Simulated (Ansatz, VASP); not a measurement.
Two plane-wave programs on Sb

POSCAR

```
Sb
1.0
    3.2032930510      0.0000000000      0.0000000000
    0.0000000000      3.2032930510      0.0000000000
    0.0000000000      0.0000000000      3.0751613290
Sb
1
Direct
    0.0000000000      0.0000000000      0.0000000000
```

INCAR.step1

```
PREC = Accurate
ENCUT = 520
ISMEAR = 0
SIGMA = 0.15
LREAL = False
LASPH = True
NELM = 100
NBANDS = 8
GGA = PE
ALGO = Normal
EDIFF = 1E-4
LWAVE = True
LCHARG = False
```

INCAR.step2

```
PREC = Accurate
ENCUT = 520
EDIFF = 1E-6
ISMEAR = 0
SIGMA = 0.15
LREAL = False
LASPH = True
NELM = 100
ALGO = Normal
ISIF = 2
LWAVE = False
LCHARG = True
METAGGA = R2SCAN
LMIXTAU = True
LELF = True
LVHAR = True
NBANDS = 8
ISTART = 1
```

The input KPOINTS:

```
regular mesh
0
Gamma
  16 16 16
```

Input for Ansatz:

```yaml
crystal:
  lattice:
    - [3.203293051, 0.0, 0.0]
    - [0.0, 3.203293051, 0.0]
    - [0.0, 0.0, 3.075161329]
  atoms:
    - { symbol: Sb, position: [0.0, 0.0, 0.0] }
basis:
  ecutwfc: 500
kpoints:
  mp_grid: { grid: [16, 16, 16] }
hamiltonian:
  xc: r2scan
scf:
  occupations: { method: gaussian, width: 0.15 }
output:
  forces: true
  stress: true
  eigenvalues: true
```

Alike in both runs: task single point; functional r2SCAN; k mesh 16 × 16 × 16; occupations gaussian, width 0.15 eV; no spin polarisation.

|  | VASP | Ansatz |
| --- | --- | --- |
| version | VASP 6.6.1 | Ansatz 0.2.0 |
| potentials or method | VASP PAW PBE potentials, release 64 (Sb), cutoff 520 eV | scalar-relativistic, plane waves, PAW |
| valence electrons in the cell | 5 | 15 |

Ansatz gave:

- gap on the k mesh at the Fermi level (eV): none
- pressure (GPa): -3.5
- traceless stress, the component that is largest in VASP (GPa): 2.08

What did VASP give for the same quantities?

gap on the k mesh at the Fermi level (eV): none; pressure (GPa): -3.6; traceless stress, the component that is largest in VASP (GPa): 2.09.

VASP's potentials were made for PBE, not for r2SCAN. A gap of «none» marks a metal or a gap that the smearing closes. The functional is the same, so the differences come from potentials, cutoffs and numerics. VASP's potentials hold 5 valence electrons a cell and Ansatz's 15, so a difference there can come from the potentials and not from the codes.

Neither program's run includes spin-orbit coupling.
